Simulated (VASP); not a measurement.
Wanted: the native input for a VASP 6.6.1 run.

| Quantity | Value |
| --- | --- |
| Task | relaxation of cell and atoms |
| Functional | PBE |
| Potentials or basis | VASP PAW PBE potentials, release 64 (Ti_sv, C) |
| Cutoff | 600 eV |
| k mesh | 4 × 4 × 4 |
| Occupations | gaussian, width 0.1 eV |
| Spin | no spin polarisation |
| Dipole correction | no |
| Further INCAR settings | ALGO = Normal; EDIFF = 1e-06; IBRION = 2; EDIFFG = -0.04; NSW = 90; ISIF = 3 |

The structure of Ti4C lies in POSCAR:

```
Ti4C
1.0
    0.0000000000      3.3828743800      3.3828743800
    3.3828743800      0.0000000000      3.3828743800
    3.3828743800      3.3828743800      0.0000000000
Ti C
4 1
Direct
    0.6161484300      0.6161484300      0.6161484300
    0.6161484300      0.6161484300      0.1515547000
    0.6161484300      0.1515547000      0.6161484300
    0.1515547000      0.6161484300      0.6161484300
    0.7500000000      0.7500000000      0.7500000000
```

The cell was built from a structure type or drawn by symmetry, and may not be a known phase.

One way to write it, as run:

INCAR

```
PREC = Accurate ; ENCUT = 600
EDIFF = 1E-6 ; ISMEAR = 0
SIGMA = 0.1 ; LREAL = F
LASPH = T ; NELM = 100
ALGO = Normal ; ISIF = 3
LWAVE = F ; LCHARG = F
GGA = PE ; IBRION = 2
NSW = 90 ; EDIFFG = -0.04
```

KPOINTS

```
Automatic mesh
0
Gamma
  4 4 4
```

Potentials or basis: VASP PAW PBE potentials, release 64 (Ti_sv, C).

The run is started by

```sh
$ cat potpaw_PBE.64/Ti_sv/POTCAR potpaw_PBE.64/C/POTCAR > POTCAR
$ mpirun -np 1 vasp_std > vasp.out
```

It gave:

```yaml
Relaxed_volume: 29.90 Å³/atom
Relaxed_cell: a = 5.957 Å, b = 5.957 Å, c = 5.957 Å, α = 60.00°, β = 60.00°, γ = 60.00°
Space_group_after_relaxing_to_0.1_Å: F-43m (No. 216)
Pressure_after_relaxing: 0.2 GPa
Largest_force_after_relaxing: 0.032 eV/Å
Band_gap_on_the_k_mesh: zero (bands 26 and 27 overlap by 0.28 eV)
```

Caveat: the k points lie up to 0.32 Å⁻¹ apart in the final cell; the volume moved by over 15 % at a fixed basis, so the end points are rough.

It took 8.6 min on 1 thread of Intel(R) Xeon(R) Platinum 8488C (Sapphire Rapids), with other jobs on the host, peak memory 0.25 GiB.
